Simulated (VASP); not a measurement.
# Si7NO16 (a cell with a defect) in VASP: single point with PBE

Aim: the single point of Si7NO16 (a cell with a defect) with PBE.

Everything below comes from runs of VASP 6.6.1. Logs are shortened: lines on timing, memory, paths and dates and some standing lists are left out, and cuts for length are marked.

### 1 The cell of the first run

The cell holds a defect, 24 atoms: a = 7.311 Å, b = 7.007 Å, c = 10.127 Å, α = 90.00°, β = 136.22°, γ = 90.00°.

### 2 Single point, PBE

INCAR reads:

```
ALGO     = Normal         # electronic algorithm
EDIFF    = 1E-6           # SCF threshold, eV
ENCUT    = 520            # plane-wave cutoff, eV
GGA      = PE             # functional
ISIF     = 2              # what is computed and relaxed
ISMEAR   = -1             # smearing method
LASPH    = T              # aspherical terms in the spheres
LCHARG   = F              # write CHGCAR
LREAL    = Auto         
LWAVE    = F              # write WAVECAR
NBANDS   = 82             # bands
NELECT   = 128.0        
NELM     = 60             # most SCF steps
PREC     = Accurate       # precision mode
SIGMA    = 0.01           # smearing width, eV
```

KPOINTS reads:

```
k-points
0
Gamma
  4 4 4
```

POSCAR reads:

```
Si7NO16
1.0
    0.0000000000      0.0000000000      7.3113424844
    4.9545809254     -4.9545809254      0.0000000000
    4.9545809254      4.9545809254     -7.3113424844
N Si O
1 7 16
Direct
    0.0000000000      0.0000000000      0.0000000000
   -0.0030782900      0.0000000000      0.5000000000
    0.5030782900      0.5000000000      0.0000000000
    0.5000000000      0.5000000000      0.5000000000
    0.4755306686      0.7560829174      0.2358630966
    0.5164153454      0.7641369034      0.7560829174
    0.0042495105      0.2358630966      0.2439170826
    0.0038044755      0.2439170826      0.7641369034
    0.2680129255      0.9549966213      0.1597470195
    0.3043488606      0.9306052826      0.6755275505
    0.7997116548      0.4098587311      0.1597007925
    0.7944967577      0.4133756314      0.6810316064
    0.7698478689      0.8402992075      0.4098587311
    0.8467307153      0.8402529805      0.9549966213
    0.2999104801      0.3189683936      0.4133756314
    0.3017839726      0.3244724495      0.9306052826
    0.4405734073      0.6755275505      0.0693947174
    0.4731592173      0.6810316064      0.5866243686
    0.9367374727      0.1597470195      0.0450033787
    0.9501304067      0.1597007925      0.5901412689
    0.4324335449      0.5866243686      0.3189683936
    0.4803100697      0.5901412689      0.8402992075
    0.9532937596      0.0693947174      0.3244724495
    0.9485188865      0.0450033787      0.8402529805
```

Potentials or basis: VASP PAW PBE potentials, release 64 (N, Si, O).

Run with:

```console
cat potpaw_PBE.64/N/POTCAR potpaw_PBE.64/Si/POTCAR potpaw_PBE.64/O/POTCAR > POTCAR
mpirun -np 1 vasp_std > vasp.out
```

OUTCAR:

```text
EDIFF = 1E-6
   ENCUT = 520
   GGA = PE
   ISIF = 2
   ISMEAR = -1
   LASPH = T
   LREAL = Auto
   NELECT = 128.0
   NELM = 60
   PREC = Accurate

 ion  position               nearest neighbor table
   1  0.000  0.000  0.000-   9 1.41  14 1.41  19 1.41  24 1.41
   2  0.997  0.000  0.500-  13 1.63  20 1.63  10 1.64  23 1.64   7 3.11   6 3.11   8 3.14   5 3.14

   3  0.503  0.500  0.000-  22 1.63  11 1.63  16 1.64  17 1.64   8 3.11   5 3.11   7 3.14   6 3.14

   4  0.500  0.500  0.500-  15 1.63  18 1.63  21 1.63  12 1.63   5 3.12   6 3.12   8 3.12   7 3.12

   5  0.476  0.756  0.236-  21 1.61  17 1.61  13 1.62   9 1.77   3 3.11   4 3.12   2 3.14
   6  0.516  0.764  0.756-  18 1.61  10 1.61  22 1.62  14 1.77   2 3.11   4 3.12   3 3.14
   7  0.004  0.236  0.244-  15 1.61  23 1.61  11 1.62  19 1.77   2 3.11   4 3.12   3 3.14
   8  0.004  0.244  0.764-  12 1.61  16 1.61  20 1.62  24 1.77   3 3.11   4 3.12   2 3.14
   9  0.268  0.955  0.160-   1 1.41   5 1.77
  10  0.304  0.931  0.676-   6 1.61   2 1.64
  11  0.800  0.410  0.160-   7 1.62   3 1.63
  12  0.794  0.413  0.681-   8 1.61   4 1.63
  13  0.770  0.840  0.410-   5 1.62   2 1.63
  14  0.847  0.840  0.955-   1 1.41   6 1.77
[... 8 lines left out ...]
  23  0.953  0.069  0.324-   7 1.61   2 1.64
  24  0.949  0.045  0.840-   1 1.41   8 1.77

  LATTYP: Found a simple tetragonal cell.
 ALAT       =     7.0068355406
 C/A-ratio  =     1.0434585544

  Lattice vectors:

 A1 = (   4.9545809254,   4.9545809254,   0.0000000000)
 A2 = (   4.9545809254,  -4.9545809254,   0.0000000000)
 A3 = (   0.0000000000,   0.0000000000,  -7.3113424844)

Analysis of symmetry for initial positions (statically):
=====================================================================
 Subroutine PRICEL returns:
 Original cell was already a primitive cell.

 Routine SETGRP: Setting up the symmetry group for a
 simple tetragonal supercell.

 Subroutine GETGRP returns: Found  4 space group operations
 (whereof  4 operations were pure point group operations)
 out of a pool of 16 trial point group operations.

The static configuration has the point symmetry S_4 .

Analysis of symmetry for dynamics (positions and initial velocities):
=====================================================================
 Subroutine PRICEL returns:
 Original cell was already a primitive cell.

 Routine SETGRP: Setting up the symmetry group for a
 simple tetragonal supercell.

 Subroutine GETGRP returns: Found  4 space group operations
 (whereof  4 operations were pure point group operations)
 out of a pool of 16 trial point group operations.

The dynamic configuration has the point symmetry S_4 .

 Subroutine INISYM returns: Found  4 space group operations
 (whereof  4 operations are pure point group operations),
 and found     1 'primitive' translations

----------------------------------------------------------------------------------------

                                     Primitive cell

  volume of cell :     358.9558

  direct lattice vectors                    reciprocal lattice vectors
     0.000000000  0.000000000  7.311342484     0.100916709  0.100916709  0.136773787
     4.954580925 -4.954580925  0.000000000     0.100916709 -0.100916709  0.000000000
     4.954580925  4.954580925 -7.311342484     0.100916709  0.100916709  0.000000000

  length of vectors
     7.311342484  7.006835541 10.126770128     0.197675069  0.142717778  0.142717778

  position of ions in fractional coordinates (direct lattice)
     0.000000000  0.000000000  0.000000000
     0.996921710  0.000000000  0.500000000
     0.503078290  0.500000000  0.000000000
     0.500000000  0.500000000  0.500000000
     0.475530669  0.756082917  0.235863097
     0.516415345  0.764136903  0.756082917
[... 16 lines left out ...]
     0.953293760  0.069394717  0.324472449
     0.948518886  0.045003379  0.840252980

  ion indices of the primitive-cell ions
   primitive index   ion index
                 1           1
                 2           2
                 3           3
                 4           4
                 5           5
                 6           6
[... 16 lines left out ...]
                23          23
                24          24

----------------------------------------------------------------------------------------

 KPOINTS: k-points

Automatic generation of k-mesh.
 Grid dimensions read from file:
 generate k-points for:    4    4    4

 Generating k-lattice:

  Cartesian coordinates                     Fractional coordinates (reciprocal lattice)
     0.025229177  0.025229177  0.034193447     0.250000000  0.000000000  0.000000000
     0.025229177 -0.025229177  0.000000000     0.000000000  0.250000000  0.000000000
     0.025229177  0.025229177  0.000000000     0.000000000  0.000000000  0.250000000

  Length of vectors
     0.049418767  0.035679445  0.035679445

  Shift w.r.t. Gamma in fractional coordinates (k-lattice)
     0.000000000  0.000000000  0.000000000

 Subroutine IBZKPT returns following result:
 ===========================================

 Found     18 irreducible k-points:

 Following reciprocal coordinates:
            Coordinates               Weight
  0.000000  0.000000  0.000000      1.000000
  0.250000  0.000000  0.000000      8.000000
  0.500000  0.000000  0.000000      2.000000
  0.000000  0.250000  0.000000      4.000000
  0.250000  0.250000  0.000000      8.000000
  0.500000  0.250000  0.000000      4.000000
[... 10 lines left out ...]
  0.500000  0.000000  0.500000      1.000000
  0.000000  0.500000  0.500000      1.000000
   k-points           NKPTS =     18   k-points in BZ     NKDIM =     18   number of bands    NBANDS=     82
   number of dos      NEDOS =    301   number of ions     NIONS =     24
   total plane-waves  NPLWV = 233280
   dimension x,y,z NGX =    54 NGY =   54 NGZ =   80
   dimension x,y,z NGXF=   108 NGYF=  108 NGZF=  160
   ions per type =               1   7  16
   NGX,Y,Z   is equivalent  to a cutoff of  12.28, 12.81, 13.13 a.u.
   NGXF,Y,Z  is equivalent  to a cutoff of  24.56, 25.62, 26.27 a.u.
 SYSTEM =  unknown system
   PREC   = accura    normal or accurate (medium, high low for compatibility)
   ISTART =      0    job   : 0-new  1-cont  2-samecut
   ICHARG =      2    charge: 1-file 2-atom 10-const
   ISPIN  =      1    spin polarized calculation?
   LNONCOLLINEAR =      F non collinear calculations
   LSORBIT =      F    spin-orbit coupling
   LASPH  =      T    aspherical Exc in radial PAW
   ENCUT  =  520.0 eV  38.22 Ry    6.18 a.u.  13.59 13.03 18.83*2*pi/ulx,y,z
   NELM   =     60;   NELMIN=  2; NELMDL= -5     # of ELM steps
   EDIFF  = 0.1E-05   stopping-criterion for ELM
   LREAL  =      T    real-space projection
   EDIFFG = 0.1E-04   stopping-criterion for IOM
   NSW    =      0    number of steps for IOM
   IBRION =     -1    ionic relax: 0-MD 1-quasi-New 2-CG
   NFREE  =      0    steps in history (QN), initial steepest desc. (CG)
   ISIF   =      2    stress and relaxation
   ISYM   =      2    0-nonsym 1-usesym 2-fastsym
   POTIM  = 0.5000    time-step for ionic-motion
   TEBEG  =    0.0;   TEEND  =   0.0 temperature during run
   PSTRESS=    0.0 pullay stress
   NELECT =     128.0000    total number of electrons
   NUPDOWN=      -1.0000    fix difference up-down
   EMIN   =  10.00;   EMAX   =-10.00  energy-range for DOS
   EFERMI =   0.00;   METHOD = LEGACY
   ISMEAR =    -1;   SIGMA  =   0.01  broadening in eV -4-tet -1-fermi 0-gaus
   EFERMI_NEDOS =   21; number of points for ismear=-14 and -15
   IALGO  =     38    algorithm
   IMIX   =      4    mixing-type and parameters
     AMIX     =   0.40;   BMIX     =  1.00
     AMIX_MAG =   1.60;   BMIX_MAG =  1.00
  volume/ion in A,a.u.               =      14.96       100.93
  Fermi-wavevector in a.u.,A,eV,Ry     =   1.160908  2.193798 18.336674  1.347708
  Thomas-Fermi vector in A             =   2.297486
   LORBIT       =      0    0 simple, 1 ext, 2 COOP (PROOUT), +10 PAW based schemes
   GGA     = PE    functional components
   LHFCALC =     F    Hartree Fock is set to
   AEXX    =    0.0000 exact exchange contribution
   IVDW    =     0    specifies the selected vdW correction
   LEPSILON=     F    determine dielectric tensor
   LRPA    =     F    only Hartree local field effects (RPA)
 non-spin polarized calculation
  energy-cutoff  :      520.00
  volume of cell :      358.96
 maximum number of plane-waves:      9732
   NGX = 27   NGY = 27   NGZ = 37

 number of electron     127.9999996 magnetization

 Free energy of the ion-electron system (eV)
  ---------------------------------------------------
  ext. energy  EPLUGINS =         0.00000000
  ---------------------------------------------------
  free energy    TOTEN  =      -181.54376163 eV

  energy without entropy =     -181.54376163  energy(sigma->0) =     -181.54376163

 E-fermi :  -0.4463     XC(G=0):  -8.0847

 val. band max:       -0.6649119995   @ k =   0.0000   0.0000   0.0000
 cond. band min:       4.1313344116   @ k =   0.0000   0.0000   0.0000
 fundamental gap:      4.7962464111
 Fermi energy:        -0.4463305887

 k-point     1 :       0.0000    0.0000    0.0000
  band No.  band energies     occupation
      1     -24.9334      2.00000
      2     -19.6508      2.00000
      3     -19.6508      2.00000
      4     -19.5671      2.00000
      5     -19.5490      2.00000
      6     -18.8562      2.00000
[... 68 lines left out ...]
     75       8.2779      0.00000
     76       9.0165      0.00000

 k-point     2 :       0.2500    0.0000    0.0000
  band No.  band energies     occupation
      1     -24.9333      2.00000
      2     -19.7204      2.00000
      3     -19.6585      2.00000
      4     -19.6152      2.00000
      5     -19.3239      2.00000
      6     -19.0037      2.00000
[... 68 lines left out ...]
     75       8.5220      0.00000
     76       8.7965      0.00000

 k-point     3 :       0.5000    0.0000    0.0000
  band No.  band energies     occupation
      1     -24.9331      2.00000
      2     -19.7116      2.00000
      3     -19.6935      2.00000
      4     -19.6326      2.00000
      5     -19.1184      2.00000
      6     -19.0896      2.00000
[... 1174 lines left out ...]
     75       8.3194      0.00000
     76       8.6908      0.00000

 k-point    18 :       0.0000    0.5000    0.5000
  band No.  band energies     occupation
      1     -24.9332      2.00000
      2     -19.7149      2.00000
      3     -19.7149      2.00000
      4     -19.6027      2.00000
      5     -19.1062      2.00000
      6     -19.1062      2.00000
[... 68 lines left out ...]
     75       8.7991      0.00000
     76       8.7991      0.00000
 [bands above 76 left out]

------------------------ aborting loop because EDIFF is reached ----------------------------------------

  FORCE on cell =-STRESS in cart. coord.  units (eV):
  Direction    XX          YY          ZZ          XY          YZ          ZX
  --------------------------------------------------------------------------------------
  -------------------------------------------------------------------------------------
  Total      -13.4039438    -13.4039438    -16.0637052      0.0000007      0.0000000     -0.0000000
  in kB      -59.8276859    -59.8276859    -71.6993687      0.0000030      0.0000000     -0.0000000
  external PRESSURE =     -63.7849135 kB  Pullay stress =       0.0000000 kB

 VOLUME and BASIS-vectors are now :
 -----------------------------------------------------------------------------
  energy-cutoff  :      520.00
  volume of cell :      358.96
      direct lattice vectors                 reciprocal lattice vectors
     0.000000000  0.000000000  7.311342484     0.100916709  0.100916709  0.136773787
     4.954580925 -4.954580925  0.000000000     0.100916709 -0.100916709  0.000000000
     4.954580925  4.954580925 -7.311342484     0.100916709  0.100916709  0.000000000

 POSITION                                       TOTAL-FORCE (eV/Angst)
 -----------------------------------------------------------------------------------
      0.00000      0.00000      0.00000        -0.000000      0.000000     -0.000000
      2.47729      2.47729      3.63316         0.000000      0.000000     -0.003187
      2.47729     -2.47729      3.67818         0.000000      0.000000      0.003187
      4.95458      0.00000      0.00000         0.000000      0.000000     -0.000000
      4.91468     -2.57747      1.75229         0.012437     -0.026242     -0.016003
      7.53205     -0.03990     -1.75229         0.026242      0.012437      0.016003
[... 16 lines left out ...]
      1.95145      1.26380      4.59753         0.000313      0.010643     -0.006725
      4.38607      3.94013      0.79157        -0.045297     -0.122274      0.085777
 -----------------------------------------------------------------------------------
    total drift:                                0.000047      0.000030     -0.000012

  FREE ENERGIE OF THE ION-ELECTRON SYSTEM (eV)
  ---------------------------------------------------
  free  energy   TOTEN  =      -181.5437616272 eV

  energy  without entropy=     -181.5437616272  energy(sigma->0) =     -181.54376163
```

Run time: 11 min. Hardware: 1 thread of Intel Xeon 6975P-C (Granite Rapids), shared host; peak memory 0.69 GiB.

What came out:

| Property | Result |
| --- | --- |
| Free energy | -181.5438 eV |
| Largest force | 0.156 eV/Å |

Forces in eV/Å, atoms in the order of the input:
```
N    0.000  0.000  0.000
Si   0.000  0.000 -0.003
Si   0.000  0.000  0.003
Si   0.000  0.000  0.000
Si   0.012 -0.026 -0.016
Si   0.026  0.012  0.016
Si  -0.026 -0.012  0.016
Si  -0.012  0.026 -0.016
O    0.045  0.122  0.086
O    0.000 -0.011 -0.007
O   -0.006 -0.004 -0.003
O   -0.005 -0.009 -0.012
O    0.004 -0.006  0.003
O   -0.122  0.045 -0.086
O    0.009 -0.005  0.012
O    0.011  0.000  0.007
O   -0.011  0.000  0.007
O   -0.009  0.005  0.012
O    0.122 -0.045 -0.086
O   -0.004  0.006  0.003
O    0.005  0.009 -0.012
O    0.006  0.004 -0.003
O    0.000  0.011 -0.007
O   -0.045 -0.122  0.086
```

Caveat: the cell carries a net charge on a neutralising background, which shifts energy and pressure; the cell is charged against a uniform background, so pressure and absolute levels hang on convention.
